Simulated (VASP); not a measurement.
A run of VASP 6.6.1:

The input INCAR:

```
  PREC = Accurate
  ENCUT = 520
  EDIFF = 1E-6
  ISMEAR = 0
  SIGMA = 0.1
  LREAL = False
  LASPH = True
  NELM = 60
  ALGO = Fast
  ISIF = 2
  LWAVE = False
  LCHARG = True
  GGA = PE
  LELF = True
  LVHAR = True
  NBANDS = 18
```

File KPOINTS:

```
Automatic mesh
0
Gamma
  14 14 4
```

The input POSCAR:

```
Li
1.0
    1.4760214956     -2.5446106593      0.0051432423
    1.4760214956      2.5446106593      0.0051432423
   -0.0345828404      0.0000000000     14.1972935170
Li
6
Direct
    0.0832192262      0.4176929353      0.5002010753
    0.4176929353      0.0832192262      1.0002010753
    0.4190853526      0.0823331715      0.3331440297
    0.7480414530      0.7526457294      0.6666562553
    0.0823331715      0.4190853526      0.8331440297
    0.7526457294      0.7480414530      0.1666562553
```

Potentials or basis: VASP PAW PBE potentials, release 64 (Li_sv).

Launch:

```console
$ cat potpaw_PBE.64/Li_sv/POTCAR > POTCAR
$ mpirun -np 1 vasp_std > vasp.out
```

Hardware: 1 thread of Intel(R) Xeon(R) Platinum 8488C (Sapphire Rapids), on a shared host.

Problem. How long does it take, and how much memory?

Solution. Wall time 4.2 min on 1 thread of Intel(R) Xeon(R) Platinum 8488C (Sapphire Rapids) (shared host), peak memory 0.43 GiB. Counts: scf iterations 13, k points 219.
